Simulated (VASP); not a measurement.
Set up this calculation in VASP 6.6.1, as the native input.

```yaml
Task: single point
Functional: LDA
Potentials_or_basis: VASP PAW LDA potentials, release 64 (Mo_sv, C)
Cutoff: 520 eV
k_mesh: 9 × 9 × 1
Occupations: gaussian, width 0.1 eV
Spin: no spin polarisation
Dipole_correction: yes
Further_INCAR_settings: ALGO = Normal; EDIFF = 1e-07; NBANDS = 38
```

The structure of Mo4C lies in POSCAR:

```
Mo4C
1.0
    3.1111816891      0.0000000000      0.0000000000
    0.0000000000      3.1111816891      0.0000000000
    0.0000000000      0.0000000000     21.5098172784
Mo C
4 1
Direct
    0.5000000000      0.5000000000      0.1859615983
    0.0000000000      0.0000000000      0.2582816382
    0.5000000000      0.5000000000      0.3325055024
    0.0000000000      0.0000000000      0.3956248056
    0.2500000000      0.2500000000      0.5095262845
```

These files were run (other wordings do the same):

INCAR

```
SYSTEM = Mo4C
PREC = Accurate ; ENCUT = 520
EDIFF = 1E-7 ; ISMEAR = 0
SIGMA = 0.1 ; LREAL = .FALSE.
LASPH = .TRUE. ; NELM = 100
ALGO = Normal ; ISIF = 2
LWAVE = .FALSE. ; LCHARG = .FALSE.
LDIPOL = .TRUE. ; IDIPOL = 3
DIPOL = 0.5 0.5 0.336 ; NBANDS = 38
```

KPOINTS

```
regular mesh
0
G
  9 9 1
  0 0 0
```

Potentials or basis: VASP PAW LDA potentials, release 64 (Mo_sv, C).

Launch:

```sh
$ cat potpaw_LDA.64/Mo_sv/POTCAR potpaw_LDA.64/C/POTCAR > POTCAR
$ mpirun -np 1 vasp_std > vasp.out
```

Results of the run:

```
Largest force          : 3.475 eV/Å
Band gap on the k mesh : zero (bands 30 and 31 overlap by 0.87 eV)
```

It took 5.3 min on 1 thread of Intel(R) Xeon(R) Platinum 8488C (Sapphire Rapids), with other jobs on the host, peak memory 0.33 GiB.
